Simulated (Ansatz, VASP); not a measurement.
One calculation of K4Ag, two programs

INCAR

```
SYSTEM = K4Ag
PREC = Accurate
ENCUT = 520
EDIFF = 1E-6
ISMEAR = 0
SIGMA = 0.1
LREAL = .False.
LASPH = .True.
NELM = 100
ALGO = Normal
ISIF = 2
LWAVE = .False.
LCHARG = .True.
GGA = PE
LELF = .True.
LVHAR = .True.
NBANDS = 32
```

File KPOINTS:

```
regular mesh
0
Gamma
  4 4 4
  0 0 0
```

File POSCAR:

```
K4Ag
1.0
    5.7753247000      0.0000000000      0.0000000000
    0.0000000000      5.7753247000      0.0000000000
    0.0000000000      0.0000000000      5.7753247000
K Ag
4 1
Direct
    0.5000000000      0.0000000000      0.0000000000
    0.0000000000      0.5000000000      0.0000000000
    0.0000000000      0.0000000000      0.5000000000
    0.0000000000      0.0000000000      0.0000000000
    0.5000000000      0.5000000000      0.5000000000
```

Input for Ansatz:

```yaml
crystal:
  lattice:
    - [5.7753247, 0.0, 0.0]
    - [0.0, 5.7753247, 0.0]
    - [0.0, 0.0, 5.7753247]
  atoms:
    - { symbol: K, position: [0.5, 0.0, 0.0] }
    - { symbol: K, position: [0.0, 0.5, 0.0] }
    - { symbol: K, position: [0.0, 0.0, 0.5] }
    - { symbol: K, position: [0.0, 0.0, 0.0] }
    - { symbol: Ag, position: [0.5, 0.5, 0.5] }
basis:
  ecutwfc: 420
kpoints:
  mp_grid: { grid: [4, 4, 4] }
hamiltonian:
  xc: pbe
scf:
  occupations: { method: gaussian, width: 0.1 }
  lower_state_search: "off"
output:
  forces: true
  stress: true
  eigenvalues: true
```

Alike in both runs: task single point; functional PBE; k mesh 4 × 4 × 4; occupations gaussian, width 0.1 eV; no spin polarisation.

|  | VASP | Ansatz |
| --- | --- | --- |
| version | VASP 6.6.1 | Ansatz 0.2.0 |
| potentials or method | VASP PAW PBE potentials, release 64 (K_sv, Ag), cutoff 520 eV | scalar-relativistic, plane waves, PAW |
| valence electrons in the cell | 47 | 55 |

|  | VASP | Ansatz | Ansatz less VASP |
| --- | --- | --- | --- |
| gap on the k mesh at the Fermi level (eV) | none | none | - |
| pressure (GPa) | 5.5 | 5.5 | -0.06 |

A gap of «none» marks a metal or a gap that the smearing closes. VASP's potentials hold 47 valence electrons a cell and Ansatz's 55, so a difference there can come from the potentials and not from the codes.
